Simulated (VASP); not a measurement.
Sn:

```
Sn
1.0
    -2.94014    2.94014    1.59930
     2.94014   -2.94014    1.59930
     2.94014    2.94014   -1.59930
Sn
2
Direct
  0.00000 0.00000 0.00000
  0.75000 0.25000 0.50000
```

```yaml
Program: VASP 6.6.1
Task: relaxation of cell and atoms
Functional: BLYP
Dispersion: D4
Potentials_or_basis: VASP PAW PBE potentials, release 64 (Sn_d)
Cutoff: 600 eV
k_mesh: 9 × 9 × 9
Occupations: fermi-dirac, width 0.05 eV
Spin: no spin polarisation
```

At the start: pressure 1.4 GPa; volume 27.65 Å³/atom.

**Question.** Where does the relaxation end?

**Answer.** Over 3 steps the energy falls by 3.5 meV/atom and the volume is 28.44 Å³/atom (+2.8 %); space group I4_1/amd (No. 141, to 0.05 Å).

Step by step:
```csv
step,energy change (eV),largest force (eV/Å),pressure (GPa),volume (Å³)
1,0.0000,0.0000,1.38,55.30
2,-0.0066,0.0000,-0.32,57.23
3,-0.0069,0.0000,0.01,56.87
```

Final structure:
```cif
data_structure
_symmetry_space_group_name_H-M 'P 1'
_symmetry_Int_Tables_number 1
_cell_length_a 4.4993
_cell_length_b 4.4993
_cell_length_c 4.4993
_cell_angle_alpha 97.369
_cell_angle_beta 97.369
_cell_angle_gamma 138.030
_cell_volume 56.87
loop_
_atom_site_label
_atom_site_type_symbol
_atom_site_fract_x
_atom_site_fract_y
_atom_site_fract_z
_atom_site_occupancy
Sn1 Sn 0.00000 0.00000 0.00000 1
Sn2 Sn 0.75000 0.25000 0.50000 1
```

Caveat: the PAW data sets were made with another functional, which shifts forces and pressure a little; pairwise dispersion overbinds metals, which lowers pressure and volume.
